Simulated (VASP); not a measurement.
# BN (P6_3mc) in VASP: further runs, part 2 of 2

VASP 6.6.1.

## (5) Single point, PBE (strain -0.015 along x and y, +0.030 along z)

Contents of INCAR:

```
  PREC = Accurate
  ENCUT = 520
  EDIFF = 1E-6
  ISMEAR = 0
  SIGMA = 0.05
  LREAL = F
  LASPH = T
  NELM = 60
  ALGO = Normal
  ISIF = 2
  LWAVE = F
  LCHARG = F
  GGA = PE
  NBANDS = 16
```

Contents of KPOINTS:

```
Automatic mesh
0
Gamma
  12 12 6
```

Contents of POSCAR:

```
BN
1.0
    2.5162613945      0.0000000000      0.0000000000
   -1.2581306973      2.1791462902      0.0000000000
    0.0000000000      0.0000000000      4.3512499713
B N
2 2
Direct
    0.6666666667      0.3333333333      0.9998058547
    0.3333333333      0.6666666667      0.4998058547
    0.6666666667      0.3333333333      0.6251941453
    0.3333333333      0.6666666667      0.1251941453
```

Potentials or basis: VASP PAW PBE potentials, release 64 (B, N).

The run is started by

```sh
$ cat potpaw_PBE.64/B/POTCAR potpaw_PBE.64/N/POTCAR > POTCAR
$ mpirun -np 1 vasp_std > vasp.out
```

OUTCAR:

```text
PREC = Accurate
   ENCUT = 520
   EDIFF = 1E-6
   ISMEAR = 0
   LREAL = F
   LASPH = T
   NELM = 60
   ISIF = 2
   GGA = PE

 ion  position               nearest neighbor table
   1  0.667  0.333  1.000-   4 1.55   4 1.55   4 1.55   3 1.63
   2  0.333  0.667  0.500-   3 1.55   3 1.55   3 1.55   4 1.63
   3  0.667  0.333  0.625-   2 1.55   2 1.55   2 1.55   1 1.63
   4  0.333  0.667  0.125-   1 1.55   1 1.55   1 1.55   2 1.63

  LATTYP: Found a hexagonal cell.
 ALAT       =     2.5162613945
 C/A-ratio  =     1.7292519691

  Lattice vectors:

 A1 = (   2.5162613945,   0.0000000000,   0.0000000000)
 A2 = (  -1.2581306973,   2.1791462902,   0.0000000000)
 A3 = (   0.0000000000,   0.0000000000,   4.3512499713)

Analysis of symmetry for initial positions (statically):
=====================================================================
 Subroutine PRICEL returns:
 Original cell was already a primitive cell.

 Routine SETGRP: Setting up the symmetry group for a
 hexagonal supercell.

 Subroutine GETGRP returns: Found 12 space group operations
 (whereof  6 operations were pure point group operations)
 out of a pool of 24 trial point group operations.

The static configuration has the point symmetry C_3v.
 The point group associated with its full space group is C_6v.

Analysis of symmetry for dynamics (positions and initial velocities):
=====================================================================
 Subroutine PRICEL returns:
 Original cell was already a primitive cell.

 Routine SETGRP: Setting up the symmetry group for a
 hexagonal supercell.

 Subroutine GETGRP returns: Found 12 space group operations
 (whereof  6 operations were pure point group operations)
 out of a pool of 24 trial point group operations.

[... 117 lines left out ...]
   NUPDOWN=      -1.0000    fix difference up-down
   EMIN   =  10.00;   EMAX   =-10.00  energy-range for DOS
   EFERMI =   0.00;   METHOD = LEGACY
   ISMEAR =     0;   SIGMA  =   0.05  broadening in eV -4-tet -1-fermi 0-gaus
   EFERMI_NEDOS =   21; number of points for ismear=-14 and -15
   IALGO  =     38    algorithm
   IMIX   =      4    mixing-type and parameters
     AMIX     =   0.40;   BMIX     =  1.00
     AMIX_MAG =   1.60;   BMIX_MAG =  1.00
  volume/ion in A,a.u.               =       5.96        40.25
  Fermi-wavevector in a.u.,A,eV,Ry     =   1.432945  2.707873 27.937258  2.053331
  Thomas-Fermi vector in A             =   2.552517
   LORBIT       =      0    0 simple, 1 ext, 2 COOP (PROOUT), +10 PAW based schemes
   GGA     = PE    functional components
   LHFCALC =     F    Hartree Fock is set to
   AEXX    =    0.0000 exact exchange contribution
   IVDW    =     0    specifies the selected vdW correction
   LEPSILON=     F    determine dielectric tensor
   LRPA    =     F    only Hartree local field effects (RPA)
 non-spin polarized calculation
 Gauss-broadening in eV      SIGMA  =   0.05
  energy-cutoff  :      520.00
  volume of cell :       23.86
 maximum number of plane-waves:       665
 NGX is ok and might be reduce to    20
   NGX =  9   NGY =  9   NGZ = 17

 number of electron      16.0000002 magnetization

 Free energy of the ion-electron system (eV)
  ---------------------------------------------------
  ext. energy  EPLUGINS =         0.00000000
  ---------------------------------------------------
  free energy    TOTEN  =       -34.73991755 eV

  energy without entropy =      -34.73991755  energy(sigma->0) =      -34.73991755

 E-fermi :   7.7858     XC(G=0): -12.7676

 val. band max:        7.4867394514   @ k =   0.0000   0.0000   0.0000
 cond. band min:      12.5331845828   @ k =   0.3333   0.3333   0.0000
 fundamental gap:      5.0464451315
 Fermi energy:         7.7857733279

 k-point     1 :       0.0000    0.0000    0.0000
  band No.  band energies     occupation
      1     -12.8651      2.00000
      2      -9.1440      2.00000
      3      -3.4692      2.00000
      4       5.6943      2.00000
      5       5.6943      2.00000
      6       7.0183      2.00000
[... 433 lines left out ...]
      3      -1.1831      2.00000
      4       0.0515      2.00000
      5       1.3834      2.00000
      6       3.4547      2.00000
[... 8 lines left out ...]
     15      23.4140      0.00000
     16      23.5444      0.00000

 [... further k-points ...]
[... 5 lines left out ...]
  --------------------------------------------------------------------------------------
  -------------------------------------------------------------------------------------
  Total        2.2563064      2.2563064     -3.9224942     -0.0000000      0.0000000      0.0000000
  in kB      151.5139032    151.5139032   -263.4005755     -0.0000000      0.0000000      0.0000000
  external PRESSURE =      13.2090769 kB  Pullay stress =       0.0000000 kB

 VOLUME and BASIS-vectors are now :
 -----------------------------------------------------------------------------
  energy-cutoff  :      520.00
  volume of cell :       23.86
      direct lattice vectors                 reciprocal lattice vectors
     2.516261394  0.000000000  0.000000000     0.397414991  0.229447652  0.000000000
    -1.258130697  2.179146290  0.000000000     0.000000000  0.458895304  0.000000000
     0.000000000  0.000000000  4.351249971     0.000000000  0.000000000  0.229819019

 POSITION                                       TOTAL-FORCE (eV/Angst)
 -----------------------------------------------------------------------------------
      1.25813      0.72638      4.35041        -0.000000      0.000000      0.056934
     -0.00000      1.45276      2.17478         0.000000      0.000000      0.056934
      1.25813      0.72638      2.72038         0.000000     -0.000000     -0.056934
     -0.00000      1.45276      0.54475        -0.000000      0.000000     -0.056934
 -----------------------------------------------------------------------------------
    total drift:                               -0.000000     -0.000000      0.000377

  FREE ENERGIE OF THE ION-ELECTRON SYSTEM (eV)
  ---------------------------------------------------
  free  energy   TOTEN  =       -34.7399175481 eV

  energy  without entropy=      -34.7399175481  energy(sigma->0) =      -34.73991755
```

OSZICAR:

```text
N       E                     dE             d eps       ncg     rms          rms(c)
DAV:   1     0.379141063083E+02    0.37914E+02   -0.82770E+03  2432   0.970E+02
DAV:   2    -0.344200403228E+02   -0.72334E+02   -0.67664E+02  3472   0.228E+02
DAV:   3    -0.366739776971E+02   -0.22539E+01   -0.22480E+01  2816   0.366E+01
DAV:   4    -0.366792690229E+02   -0.52913E-02   -0.52909E-02  2920   0.206E+00
DAV:   5    -0.366792832618E+02   -0.14239E-04   -0.14239E-04  2704   0.990E-02    0.945E+00
DAV:   6    -0.349030022603E+02    0.17763E+01   -0.22335E+00  2976   0.137E+01    0.448E+00
DAV:   7    -0.347688406840E+02    0.13416E+00   -0.31597E-01  3096   0.455E+00    0.274E+00
DAV:   8    -0.347409029996E+02    0.27938E-01   -0.56129E-02  2928   0.193E+00    0.261E-01
DAV:   9    -0.347396468132E+02    0.12562E-02   -0.22510E-03  2752   0.553E-01    0.141E-01
DAV:  10    -0.347399064297E+02   -0.25962E-03   -0.52312E-04  3016   0.183E-01    0.273E-02
DAV:  11    -0.347399145037E+02   -0.80740E-05   -0.34191E-05  2904   0.556E-02    0.153E-02
DAV:  12    -0.347399174263E+02   -0.29225E-05   -0.56798E-06  2912   0.235E-02    0.240E-03
DAV:  13    -0.347399175481E+02   -0.12180E-06   -0.25679E-07  1280   0.591E-03
   1 F= -.34739918E+02 E0= -.34739918E+02  d E =-.190906E-19
```

stdout:

```text
POSCAR found type information on POSCAR B N
 POSCAR found :  2 types and       4 ions
 scaLAPACK will be used
 LDA part: xc-table for (Slater+PW92), standard interpolation
 POSCAR, INCAR and KPOINTS ok, starting setup
 FFT: planning ... GRIDC
 FFT: planning ... GRID_SOFT
 FFT: planning ... GRID
 WAVECAR not read
 entering main loop
```

It took 21 s on 1 thread of Intel Xeon Platinum 8259CL at 2.50GHz (Skylake/Cascade Lake), shared host; peak memory 0.14 GiB.

Results:

```yaml
Free_energy: -34.7399 eV
Pressure: 1.3 GPa
Largest_force: 0.057 eV/Å
Band_gap_on_the_k_mesh: 5.05 eV, indirect (least direct gap 7.08 eV)
```

Forces on the atoms (eV/Å):
```
B    0.000  0.000  0.057
B    0.000  0.000  0.057
N    0.000  0.000 -0.057
N    0.000  0.000 -0.057
```

Caveat: the cell differs from its parent crystal (strain -0.015 along x and y, +0.030 along z).

## (6) Single point, PBE (strain +0.030 along x and y, +0.030 along z)

Contents of INCAR:

```
PREC = Accurate
ENCUT = 520
EDIFF = 1E-7
ISMEAR = 0
SIGMA = 0.05
LREAL = F
LASPH = T
NELM = 100
ALGO = Normal
ISIF = 2
LWAVE = F
LCHARG = F
GGA = PE
NBANDS = 16
```

Contents of KPOINTS:

```
regular mesh
0
Gamma
  12 12 6
```

POSCAR: that of step 5 with these lines changed.

```diff
@@ -2,4 +2,4 @@
 1.0
-    2.5162613945      0.0000000000      0.0000000000
-   -1.2581306973      2.1791462902      0.0000000000
+    2.6312174989      0.0000000000      0.0000000000
+   -1.3156087494      2.2787011969      0.0000000000
     0.0000000000      0.0000000000      4.3512499713
```

Potentials or basis: VASP PAW PBE potentials, release 64 (B, N).

The run is started by

```sh
$ cat potpaw_PBE.64/B/POTCAR potpaw_PBE.64/N/POTCAR > POTCAR
$ mpirun -np 1 vasp_std > vasp.out
```

It took 40 s on 1 thread of Intel Xeon 8259CL, shared host; peak memory 0.15 GiB.

The run converged. Its results:

```yaml
Free_energy: -34.6306 eV
Pressure: -28.0 GPa
Largest_force: 0.060 eV/Å
Band_gap_on_the_k_mesh: 5.32 eV, indirect (least direct gap 7.77 eV)
```

Forces in eV/Å, atoms in the order of the input:
```
B    0.000  0.000  0.060
B    0.000  0.000  0.060
N    0.000  0.000 -0.060
N    0.000  0.000 -0.060
```

Stress tensor (GPa, compression positive):
```
-27.85   0.00   0.00
  0.00 -27.85   0.00
  0.00   0.00 -28.18
```

Levels at points of the mesh, in eV from the valence-band top:
| k point | band 5 | band 6 | band 7 | band 8 | band 9 | band 10 | band 11 | band 12 |
| --- | --- | --- | --- | --- | --- | --- | --- | --- |
| (0.00, 0.00, 0.00) | -1.92 | -0.23 | 0.00 | 0.00 | 7.97 | 7.97 | 7.97 | 8.36 |
| (0.50, 0.00, 0.00) | -6.36 | -4.51 | -3.94 | -1.91 | 6.35 | 7.65 | 10.08 | 10.42 |
| (0.00, 0.00, 0.50) | -1.06 | -1.06 | -1.06 | -1.06 | 8.57 | 8.57 | 9.40 | 9.40 |
| (0.50, 0.00, 0.50) | -3.40 | -3.40 | -3.26 | -3.26 | 6.22 | 6.22 | 9.37 | 9.37 |

Caveat: the cell differs from its parent crystal (strain +0.030 along x and y, +0.030 along z). A k mesh can miss the band edges.

## (7) Summary

```tsv
cell	gap on the mesh (eV)	pressure (GPa)	largest force (eV/Å)
a = 2.516, b = 2.516, c = 4.225 Å, angles 90.0, 90.0, 120.0°, 4 atoms	5.11	12.3	0.05
a = 2.555, b = 2.555, c = 4.161 Å, angles 90.0, 90.0, 120.0°, 4 atoms	5.24	6.2	0.02
a = 2.516, b = 2.516, c = 4.288 Å, angles 90.0, 90.0, 120.0°, 4 atoms	5.08	6.5	0.02
a = 2.516, b = 2.516, c = 4.351 Å, angles 90.0, 90.0, 120.0°, 4 atoms	5.05	1.3	0.06
a = 2.631, b = 2.631, c = 4.351 Å, angles 90.0, 90.0, 120.0°, 4 atoms	5.32	-28.0	0.06
```

Alike in all rows: task single point; level PBE; potentials or basis VASP PAW PBE potentials, release 64 (B, N); no spin polarisation; k mesh 12 × 12 × 6; cutoff (eV) 520; smearing gaussian 0.05 eV.

Absolute energies hang on the potentials; compare differences alone.
